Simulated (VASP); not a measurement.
# Pt (Fd-3m) in VASP: notebook

Pt is run at these levels: LDA; tasks: single point.

Everything below comes from runs of VASP 6.6.1. Logs are shortened: lines on timing, memory, paths and dates and some standing lists are left out, and cuts for length are marked.

## (1) The cell of the first run

The structure is cubic, space group Fd-3m (No. 227). The conventional cell has a = 5.573 Å, b = 5.573 Å, c = 5.573 Å, α = 90.00°, β = 90.00°, γ = 90.00°. Pt (site symmetry -43m) has 4 Pt at 2.41 Å within 3.2 Å.

## (2) Single point, LDA (volume scaled by 0.96)

The input, INCAR:

```
PREC = Accurate ; ENCUT = 520
EDIFF = 1E-7 ; ISMEAR = -1
SIGMA = 0.1 ; LREAL = F
LASPH = T ; NELM = 100
ALGO = Normal ; ISIF = 2
LWAVE = F ; LCHARG = T
GGA = CA ; LELF = T
LVHAR = T ; NBANDS = 17
```

The input, KPOINTS:

```
regular mesh
0
Gamma
  11 11 11
```

The input, POSCAR:

```
Pt
1.0
    0.0000000000      2.7864523240      2.7864523240
    2.7864523240      0.0000000000      2.7864523240
    2.7864523240      2.7864523240      0.0000000000
Pt
2
Direct
    0.1250000000      0.1250000000      0.1250000000
    0.8750000000      0.8750000000      0.8750000000
```

Potentials or basis: VASP PAW LDA potentials, release 64 (Pt).

Command:

```bash
$ cat potpaw_LDA.64/Pt/POTCAR > POTCAR
$ mpirun -np 1 vasp_std > vasp.out
```

OUTCAR:

```text
PREC = Accurate
   ENCUT = 520
   EDIFF = 1E-7
   ISMEAR = -1
   LREAL = F
   LASPH = T
   NELM = 100
   ISIF = 2
   GGA = CA

 ion  position               nearest neighbor table
   1  0.125  0.125  0.125-   2 2.41   2 2.41   2 2.41   2 2.41
   2  0.875  0.875  0.875-   1 2.41   1 2.41   1 2.41   1 2.41

  LATTYP: Found a face centered cubic cell.
 ALAT       =     5.5729046480

  Lattice vectors:

 A1 = (   0.0000000000,   2.7864523240,   2.7864523240)
 A2 = (   2.7864523240,   0.0000000000,   2.7864523240)
 A3 = (   2.7864523240,   2.7864523240,   0.0000000000)

Analysis of symmetry for initial positions (statically):
=====================================================================
 Subroutine PRICEL returns:
 Original cell was already a primitive cell.

 Routine SETGRP: Setting up the symmetry group for a
 face centered cubic supercell.

 Subroutine GETGRP returns: Found 48 space group operations
 (whereof 12 operations were pure point group operations)
 out of a pool of 48 trial point group operations.

The static configuration has the point symmetry D_3d.
 The point group associated with its full space group is O_h .

Analysis of symmetry for dynamics (positions and initial velocities):
=====================================================================
 Subroutine PRICEL returns:
 Original cell was already a primitive cell.

 Routine SETGRP: Setting up the symmetry group for a
 face centered cubic supercell.

 Subroutine GETGRP returns: Found 48 space group operations
 (whereof 12 operations were pure point group operations)
 out of a pool of 48 trial point group operations.

The dynamic configuration has the point symmetry D_3d.
 The point group associated with its full space group is O_h .

 Subroutine INISYM returns: Found 48 space group operations
 (whereof 12 operations are pure point group operations),
 and found     1 'primitive' translations

----------------------------------------------------------------------------------------

                                     Primitive cell

  volume of cell :      43.2698

  direct lattice vectors                    reciprocal lattice vectors
     0.000000000  2.786452324  2.786452324    -0.179439639  0.179439639  0.179439639
     2.786452324  0.000000000  2.786452324     0.179439639 -0.179439639  0.179439639
     2.786452324  2.786452324  0.000000000     0.179439639  0.179439639 -0.179439639

  length of vectors
     3.940638668  3.940638668  3.940638668     0.310798572  0.310798572  0.310798572

  position of ions in fractional coordinates (direct lattice)
     0.125000000  0.125000000  0.125000000
     0.875000000  0.875000000  0.875000000

  ion indices of the primitive-cell ions
   primitive index   ion index
                 1           1
                 2           2

----------------------------------------------------------------------------------------

 KPOINTS: regular mesh

Automatic generation of k-mesh.
 Grid dimensions read from file:
 generate k-points for:   11   11   11

 Generating k-lattice:

  Cartesian coordinates                     Fractional coordinates (reciprocal lattice)
    -0.016312694  0.016312694  0.016312694     0.090909091  0.000000000  0.000000000
     0.016312694 -0.016312694  0.016312694     0.000000000  0.090909091  0.000000000
     0.016312694  0.016312694 -0.016312694     0.000000000  0.000000000  0.090909091

  Length of vectors
     0.028254416  0.028254416  0.028254416

  Shift w.r.t. Gamma in fractional coordinates (k-lattice)
     0.000000000  0.000000000  0.000000000

 Subroutine IBZKPT returns following result:
 ===========================================

 Found     56 irreducible k-points:

 Following reciprocal coordinates:
            Coordinates               Weight
  0.000000  0.000000  0.000000      1.000000
  0.090909  0.000000  0.000000      8.000000
  0.181818  0.000000  0.000000      8.000000
  0.272727  0.000000  0.000000      8.000000
  0.363636  0.000000  0.000000      8.000000
  0.454545  0.000000  0.000000      8.000000
[... 16 lines left out ...]
 -0.272727  0.181818  0.000000     24.000000
 -0.181818  0.181818  0.000000     12.000000
 [... further k-points ...]
   k-points           NKPTS =     56   k-points in BZ     NKDIM =     56   number of bands    NBANDS=     17
   number of dos      NEDOS =    301   number of ions     NIONS =      2
   total plane-waves  NPLWV =  27000
   dimension x,y,z NGX =    30 NGY =   30 NGZ =   30
   dimension x,y,z NGXF=    60 NGYF=   60 NGZF=   60
   ions per type =               2
   NGX,Y,Z   is equivalent  to a cutoff of  12.66, 12.66, 12.66 a.u.
   NGXF,Y,Z  is equivalent  to a cutoff of  25.31, 25.31, 25.31 a.u.
 SYSTEM =  unknown system
   PREC   = accura    normal or accurate (medium, high low for compatibility)
   ISTART =      0    job   : 0-new  1-cont  2-samecut
   ICHARG =      2    charge: 1-file 2-atom 10-const
   ISPIN  =      1    spin polarized calculation?
   LNONCOLLINEAR =      F non collinear calculations
   LSORBIT =      F    spin-orbit coupling
   LASPH  =      T    aspherical Exc in radial PAW
   ENCUT  =  520.0 eV  38.22 Ry    6.18 a.u.   7.33  7.33  7.33*2*pi/ulx,y,z
   NELM   =    100;   NELMIN=  2; NELMDL= -5     # of ELM steps
   EDIFF  = 0.1E-06   stopping-criterion for ELM
   LREAL  =      F    real-space projection
   EDIFFG = 0.1E-05   stopping-criterion for IOM
   NSW    =      0    number of steps for IOM
   IBRION =     -1    ionic relax: 0-MD 1-quasi-New 2-CG
   NFREE  =      0    steps in history (QN), initial steepest desc. (CG)
   ISIF   =      2    stress and relaxation
   ISYM   =      2    0-nonsym 1-usesym 2-fastsym
   POTIM  = 0.5000    time-step for ionic-motion
   TEBEG  =    0.0;   TEEND  =   0.0 temperature during run
   PSTRESS=    0.0 pullay stress
   NELECT =      20.0000    total number of electrons
   NUPDOWN=      -1.0000    fix difference up-down
   EMIN   =  10.00;   EMAX   =-10.00  energy-range for DOS
   EFERMI =   0.00;   METHOD = LEGACY
   ISMEAR =    -1;   SIGMA  =   0.10  broadening in eV -4-tet -1-fermi 0-gaus
   EFERMI_NEDOS =   21; number of points for ismear=-14 and -15
   IALGO  =     38    algorithm
   IMIX   =      4    mixing-type and parameters
     AMIX     =   0.40;   BMIX     =  1.00
     AMIX_MAG =   1.60;   BMIX_MAG =  1.00
  volume/ion in A,a.u.               =      21.63       146.00
  Fermi-wavevector in a.u.,A,eV,Ry     =   1.265775  2.391968 21.799072  1.602187
  Thomas-Fermi vector in A             =   2.399011
   LORBIT       =      0    0 simple, 1 ext, 2 COOP (PROOUT), +10 PAW based schemes
   GGA     = CA    functional components
   LHFCALC =     F    Hartree Fock is set to
   AEXX    =    0.0000 exact exchange contribution
   IVDW    =     0    specifies the selected vdW correction
   LEPSILON=     F    determine dielectric tensor
   LRPA    =     F    only Hartree local field effects (RPA)
 non-spin polarized calculation
  energy-cutoff  :      520.00
  volume of cell :       43.27
 maximum number of plane-waves:      1211
 NGX is ok and might be reduce to    30
   NGX = 15   NGY = 15   NGZ = 15

 number of electron      19.9999999 magnetization

 Free energy of the ion-electron system (eV)
  ---------------------------------------------------
  ext. energy  EPLUGINS =         0.00000000
  ---------------------------------------------------
  free energy    TOTEN  =       -12.41062022 eV

  energy without entropy =      -12.27768520  energy(sigma->0) =      -12.34415271

 E-fermi :   6.2257     XC(G=0): -11.3014

 val. band max:        6.2211250150   @ k =  -0.3636   0.3636   0.0909
 cond. band min:       6.2352282083   @ k =   0.3636   0.0909   0.0000
 fundamental gap:      0.0141031933
 Fermi energy:         6.2257053174

 k-point     1 :       0.0000    0.0000    0.0000
  band No.  band energies     occupation
      1      -1.6190      2.00000
      2       1.0206      2.00000
      3       1.0206      2.00000
      4       1.2680      2.00000
      5       1.2680      2.00000
      6       1.2680      2.00000
[... 9 lines left out ...]
     16      18.5633      0.00000
     17      19.6218      0.00000

 k-point     2 :       0.0909    0.0000    0.0000
  band No.  band energies     occupation
      1      -1.4830      2.00000
      2       0.9043      2.00000
      3       0.9043      2.00000
      4       1.2542      2.00000
      5       1.4310      2.00000
      6       1.4310      2.00000
[... 9 lines left out ...]
     16      18.1253      0.00000
     17      19.5737      0.00000

 k-point     3 :       0.1818    0.0000    0.0000
  band No.  band energies     occupation
      1      -1.0987      2.00000
      2       0.7987      2.00000
      3       0.7987      2.00000
      4       1.2193      2.00000
      5       1.6377      2.00000
      6       1.6377      2.00000
[... 9 lines left out ...]
     16      18.7238      0.00000
     17      19.6804      0.00000

 k-point     4 :       0.2727    0.0000    0.0000
  band No.  band energies     occupation
      1      -0.5506      2.00000
      2       0.7915      2.00000
      3       0.7915      2.00000
      4       1.1750      2.00000
      5       1.7107      2.00000
      6       1.7107      2.00000
[... 9 lines left out ...]
     16      18.9320      0.00000
     17      19.8066      0.00000
[... 343 lines left out ...]
      1       0.4390      2.00000
      2       0.7210      2.00000
      3       0.7441      2.00000
      4       1.2242      2.00000
      5       1.5336      2.00000
      6       2.1804      2.00000
[... 9 lines left out ...]
     16      19.7126      0.00000
     17      21.0720      0.00000

 k-point    23 :      -0.2727    0.1818    0.0000
  band No.  band energies     occupation
      1       0.1501      2.00000
      2       0.5900      2.00000
      3       0.8256      2.00000
      4       1.2814      2.00000
      5       1.4001      2.00000
      6       2.3004      2.00000
[... 9 lines left out ...]
     16      19.3393      0.00000
     17      20.5785      0.00000

 k-point    24 :      -0.1818    0.1818    0.0000
  band No.  band energies     occupation
      1      -0.3498      2.00000
      2       0.5508      2.00000
      3       1.0081      2.00000
      4       1.1007      2.00000
      5       1.4958      2.00000
      6       2.1834      2.00000
[... 9 lines left out ...]
     16      18.8314      0.00000
     17      19.8214      0.00000

 [... further k-points ...]
[... 5 lines left out ...]
  --------------------------------------------------------------------------------------
  -------------------------------------------------------------------------------------
  Total        1.7639957      1.7639957      1.7639957     -0.0000000     -0.0000000      0.0000000
  in kB       65.3165533     65.3165533     65.3165533     -0.0000000     -0.0000000      0.0000000
  external PRESSURE =      65.3165533 kB  Pullay stress =       0.0000000 kB

 VOLUME and BASIS-vectors are now :
 -----------------------------------------------------------------------------
  energy-cutoff  :      520.00
  volume of cell :       43.27
      direct lattice vectors                 reciprocal lattice vectors
     0.000000000  2.786452324  2.786452324    -0.179439639  0.179439639  0.179439639
     2.786452324  0.000000000  2.786452324     0.179439639 -0.179439639  0.179439639
     2.786452324  2.786452324  0.000000000     0.179439639  0.179439639 -0.179439639

 POSITION                                       TOTAL-FORCE (eV/Angst)
 -----------------------------------------------------------------------------------
      0.69661      0.69661      0.69661         0.000000      0.000000      0.000000
      4.87629      4.87629      4.87629        -0.000000     -0.000000     -0.000000
 -----------------------------------------------------------------------------------
    total drift:                               -0.000000      0.000000      0.000000

  FREE ENERGIE OF THE ION-ELECTRON SYSTEM (eV)
  ---------------------------------------------------
  free  energy   TOTEN  =       -12.4106202208 eV

  energy  without entropy=      -12.2776852000  energy(sigma->0) =      -12.34415271
```

It took 18 s on 1 thread of Intel Xeon 6975P-C (Granite Rapids), shared host; peak memory 0.16 GiB.

What came out:

| Property | Result |
| --- | --- |
| Free energy | -12.4106 eV |
| Pressure | 6.5 GPa |
| Band gap on the k mesh | zero (band 10 reaches 6.47 eV, above the bottom of band 11 at 5.78 eV) |

Levels at points of the mesh, in eV from the Fermi level:
| k point | band 8 | band 9 | band 10 | band 11 | band 12 | band 13 |
| --- | --- | --- | --- | --- | --- | --- |
| (0.00, 0.00, 0.00) | -2.18 | -2.18 | -0.04 | -0.04 | 10.82 | 10.90 |

Caveat: the cell differs from its parent crystal (volume scaled by 0.96); spin-orbit coupling is left out, which moves the levels of the heavy elements.

## (3) Single point, LDA

This run uses another cell than the first one, of 22.54 Å³/atom, 1.042 times its volume.

The input, INCAR:

```
  PREC = Accurate
  ENCUT = 520
  EDIFF = 1E-6
  ISMEAR = -1
  SIGMA = 0.1
  LREAL = False
  LASPH = True
  NELM = 60
  ALGO = Normal
  ISIF = 2
  LWAVE = False
  LCHARG = False
  GGA = CA
  NBANDS = 17
```

The input, KPOINTS:

```
Automatic mesh
0
Gamma
  11 11 11
```

The input, POSCAR:

```
Pt
1.0
    0.0000000000      2.8246276476      2.8246276476
    2.8246276476      0.0000000000      2.8246276476
    2.8246276476      2.8246276476      0.0000000000
Pt
2
Direct
    0.1250000000      0.1250000000      0.1250000000
    0.8750000000      0.8750000000      0.8750000000
```

Potentials or basis: VASP PAW LDA potentials, release 64 (Pt).

Command:

```bash
$ cat potpaw_LDA.64/Pt/POTCAR > POTCAR
$ mpirun -np 1 vasp_std > vasp.out
```

Run time: 15 s. Hardware: 1 thread of Intel Xeon 6975P-C (Granite Rapids), shared host; peak memory 0.16 GiB.

Results (log left out):

| Item | Value |
| --- | --- |
| Free energy | -12.4467 eV |
| Pressure | 0.0 GPa |
| Band gap on the k mesh | zero (band 10 reaches 5.89 eV, above the bottom of band 11 at 5.23 eV) |

Levels at points of the mesh, in eV from the Fermi level:
| k point | band 8 | band 9 | band 10 | band 11 | band 12 | band 13 |
| --- | --- | --- | --- | --- | --- | --- |
| (0.00, 0.00, 0.00) | -2.05 | -2.05 | -0.06 | -0.06 | 10.70 | 10.71 |

Caveat: spin-orbit coupling is left out, which moves the levels of the heavy elements.

## (4) Single point, LDA (volume scaled by 1.04)

The input, INCAR:

```
PREC     = Accurate       # precision mode
ENCUT    = 520            # plane-wave cutoff, eV
EDIFF    = 1E-7           # SCF threshold, eV
ISMEAR   = -1             # smearing method
SIGMA    = 0.1            # smearing width, eV
LREAL    = F              # projectors in reciprocal space
LASPH    = T              # aspherical terms in the spheres
NELM     = 60             # most SCF steps
ALGO     = Normal         # electronic algorithm
ISIF     = 2              # what is computed and relaxed
LWAVE    = F              # write WAVECAR
LCHARG   = F              # write CHGCAR
NBANDS   = 17             # bands
```

The input, KPOINTS:

```
regular mesh
0
Gamma
  11 11 11
```

The input, POSCAR:

```
Pt
1.0
    0.0000000000      2.8617980635      2.8617980635
    2.8617980635      0.0000000000      2.8617980635
    2.8617980635      2.8617980635      0.0000000000
Pt
2
Direct
    0.1250000000      0.1250000000      0.1250000000
    0.8750000000      0.8750000000      0.8750000000
```

Command:

```bash
$ cat potpaw_LDA.64/Pt/POTCAR > POTCAR
$ mpirun -np 1 vasp_std > vasp.out
```

Wall time 17 s (1 thread of Intel Xeon 6975P-C (Granite Rapids), shared host); peak memory 0.16 GiB.

It converged, with:

| Item | Value |
| --- | --- |
| Free energy | -12.4174 eV |
| Pressure | -5.1 GPa |
| Band gap on the k mesh | zero (band 10 reaches 5.35 eV, above the bottom of band 11 at 4.73 eV) |

Levels at points of the mesh, in eV from the Fermi level:
| k point | band 6 | band 7 | band 8 | band 9 | band 10 | band 11 | band 12 | band 13 | band 14 | band 15 |
| --- | --- | --- | --- | --- | --- | --- | --- | --- | --- | --- |
| (0.00, 0.00, 0.00) | -4.45 | -1.92 | -1.92 | -1.92 | -0.07 | -0.07 | 10.51 | 10.59 | 11.72 | 11.72 |

Caveat: the cell differs from its parent crystal (volume scaled by 1.04); spin-orbit coupling is left out, which moves the levels of the heavy elements.

## (5) Single point, LDA (volume scaled by 1.08)

The input, INCAR:

```
SYSTEM = Pt
PREC = Accurate
ENCUT = 520
EDIFF = 1E-7
ISMEAR = -1
SIGMA = 0.1
LREAL = .False.
LASPH = .True.
NELM = 100
ALGO = Normal
ISIF = 2
LWAVE = .False.
LCHARG = .True.
LELF = .True.
LVHAR = .True.
NBANDS = 17
```

The input, KPOINTS:

```
Automatic mesh
0
Gamma
  11 11 11
  0 0 0
```

The input, POSCAR:

```
Pt
1.0
    0.0000000000      2.8980272015      2.8980272015
    2.8980272015      0.0000000000      2.8980272015
    2.8980272015      2.8980272015      0.0000000000
Pt
2
Direct
    0.1250000000      0.1250000000      0.1250000000
    0.8750000000      0.8750000000      0.8750000000
```

Command:

```bash
$ cat potpaw_LDA.64/Pt/POTCAR > POTCAR
$ mpirun -np 1 vasp_std > vasp.out
```

Wall time 18 s (1 thread of Intel Xeon 6975P-C (Granite Rapids), shared host); peak memory 0.17 GiB.

Results (log left out):

* Free energy: -12.3373 eV
* Pressure: -9.1 GPa
* Band gap on the k mesh: zero (band 10 reaches 4.85 eV, above the bottom of band 11 at 4.27 eV)

Levels at points of the mesh, in eV from the Fermi level:
```csv
k point,band 6,band 7,band 8,band 9,band 10,band 11,band 12,band 13,band 14,band 15
"(0.00, 0.00, 0.00)",-4.22,-1.81,-1.81,-1.81,-0.08,-0.08,10.29,10.47,11.42,11.42
```

Caveat: the cell differs from its parent crystal (volume scaled by 1.08); spin-orbit coupling is left out, which moves the levels of the heavy elements.

## (6) Overview

```csv
cell,gap on the mesh (eV),pressure (GPa)
"a = 3.941 Å, angles 60.0°, 2 atoms",none,6.5
"a = 3.995 Å, angles 60.0°, 2 atoms",none,0.0
"a = 4.047 Å, angles 60.0°, 2 atoms",none,-5.1
"a = 4.098 Å, angles 60.0°, 2 atoms",none,-9.1
```

Alike in all rows: task single point; level LDA; potentials or basis VASP PAW LDA potentials, release 64 (Pt); no spin polarisation; k mesh 11 × 11 × 11; cutoff (eV) 520; smearing fermi-dirac 0.1 eV.

Caveats: spin-orbit coupling is left out, which moves the levels of the heavy elements.

Absolute energies hang on the potentials; compare differences alone.
